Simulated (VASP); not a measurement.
Write the native input for VASP 6.6.1 that does the following.

```yaml
Task: single point
Functional: r2SCAN
Potentials_or_basis: VASP PAW PBE potentials, release 64 (Tl_d, Sr_sv, Br)
Cutoff: 520 eV
k_mesh: 4 × 4 × 4
Occupations: gaussian, width 0.01 eV
Spin: no spin polarisation
Dipole_correction: no
Further_INCAR_settings: ALGO = Normal; EDIFF = 1e-06; NBANDS = 30
```

SrTlBr3:

```
Tl Sr Br
1.0
     5.90340    0.00000    0.00000
     0.00000    5.90340    0.00000
     0.00000    0.00000    5.90340
Tl Sr Br
1 1 3
Direct
  0.00000 0.00000 0.00000
  0.50000 0.50000 0.50000
  0.50000 0.50000 0.00000
  0.50000 0.00000 0.50000
  0.00000 0.50000 0.50000
```

These files were run (other wordings do the same):

POSCAR

```
SrTlBr3
1.0
    5.9034020228      0.0000000000      0.0000000000
    0.0000000000      5.9034020228      0.0000000000
    0.0000000000      0.0000000000      5.9034020228
Tl Sr Br
1 1 3
Direct
    0.0000000000      0.0000000000      0.0000000000
    0.5000000000      0.5000000000      0.5000000000
    0.5000000000      0.5000000000      0.0000000000
    0.5000000000      0.0000000000      0.5000000000
    0.0000000000      0.5000000000      0.5000000000
```

INCAR.step1

```
PREC = Accurate
ENCUT = 520
ISMEAR = 0
SIGMA = 0.01
LREAL = False
LASPH = True
NELM = 100
NBANDS = 30
GGA = PE
ALGO = Normal
EDIFF = 1E-4
LWAVE = True
LCHARG = False
```

INCAR.step2

```
PREC = Accurate
ENCUT = 520
EDIFF = 1E-6
ISMEAR = 0
SIGMA = 0.01
LREAL = False
LASPH = True
NELM = 100
ALGO = Normal
ISIF = 2
LWAVE = False
LCHARG = False
METAGGA = R2SCAN
LMIXTAU = True
NBANDS = 30
ISTART = 1
```

KPOINTS

```
regular mesh
0
Gamma
  4 4 4
```

Potentials or basis: VASP PAW PBE potentials, release 64 (Tl_d, Sr_sv, Br).

Launch:

```sh
$ cat potpaw_PBE.64/Tl_d/POTCAR potpaw_PBE.64/Sr_sv/POTCAR potpaw_PBE.64/Br/POTCAR > POTCAR
$ cp INCAR.step1 INCAR
$ mpirun -np 1 vasp_std > vasp.out
$ cp INCAR.step2 INCAR
$ mpirun -np 1 vasp_std > vasp.out
```

It gave:

```yaml
Pressure: 0.1 GPa
Band_gap_on_the_k_mesh: 3.61 eV (least direct gap 3.94 eV)
```

Caveat: the PAW data sets were made with another functional, which shifts forces and pressure a little; spin-orbit coupling is left out, which moves the levels of the heavy elements.

Run time: 4 min on 1 thread of Intel Xeon 8259CL (shared host), peak memory 0.4 GiB.
